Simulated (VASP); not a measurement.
## C: single point with PBEsol+D4

Crystal: C.

```
C
1.0
     0.00000    1.74696    1.74696
     1.74696    0.00000    1.74696
     1.74696    1.74696    0.00000
C
2
Direct
  0.75000 0.75000 0.75000
  0.50000 0.50000 0.50000
```

```json
{
 "Program": "VASP 6.6.1",
 "Task": "single point",
 "Functional": "PBEsol",
 "Dispersion": "D4",
 "Potentials or basis": "VASP PAW PBE potentials, release 64 (C)",
 "Cutoff": "520 eV",
 "k mesh": "13 × 13 × 13",
 "Occupations": "fermi-dirac, width 0.05 eV",
 "Spin": "no spin polarisation"
}
```

- Pressure: 23.2 GPa
- Band gap on the k mesh: 4.15 eV, indirect (least direct gap 5.71 eV)
- Dispersion energy per atom: -0.126 eV

Levels at points of the mesh, in eV from the valence-band top:
```tsv
k point	band 2	band 3	band 4	band 5	band 6	band 7
(0.00, 0.00, 0.00)	0.00	0.00	0.00	5.71	5.71	5.71
```

It took 6.8 s on 1 thread of AMD EPYC 9R45 96-Core Processor (Zen 5) (shared host), peak memory 0.09 GiB.

Caveat: the PAW data sets were made with another functional, which shifts forces and pressure a little. A k mesh can miss the band edges.
